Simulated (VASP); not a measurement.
Input of a VASP 6.6.1 run:

The input INCAR:

```
  ALGO = Fast
  EDIFF = 1E-7
  ENCUT = 520
  GGA = PS
  ISIF = 2
  ISMEAR = 0
  LASPH = T
  LCHARG = T
  LELF = T
  LREAL = F
  LVHAR = T
  LWAVE = F
  NBANDS = 30
  NELM = 100
  PREC = Accurate
  SIGMA = 0.1
```

KPOINTS

```
k-points
0
Gamma
  14 14 14
```

The input POSCAR:

```
CuAu3
1.0
    3.8152816788      0.0000000000      0.0000000000
    0.0000000000      3.8152816788      0.0000000000
    0.0000000000      0.0000000000      4.2142926572
Cu Au
1 3
Direct
    0.0000000000      0.0000000000      0.0000000000
    0.0000000000      0.5000000000      0.5000000000
    0.5000000000      0.0000000000      0.5000000000
    0.5000000000      0.5000000000      0.0000000000
```

Potentials or basis: VASP PAW PBE potentials, release 64 (Cu, Au).

Launch:

```sh
$ cat potpaw_PBE.64/Cu/POTCAR potpaw_PBE.64/Au/POTCAR > POTCAR
$ mpirun -np 1 vasp_std > vasp.out
```

(1) Predict the band gap on the k mesh.

(2) Predict the pressure.

Results:

(1) zero (bands 22 and 23 overlap by 2.29 eV).

(2) 4.9 GPa.

Caveat: the cell differs from its parent crystal (biaxial strain in the a-b plane: -4.0 %, then relaxed in part); the stress differs along the axes, from -0 to 7 GPa; the PAW data sets were made with another functional, which shifts forces and pressure a little; spin-orbit coupling is left out, which moves the levels of the heavy elements.
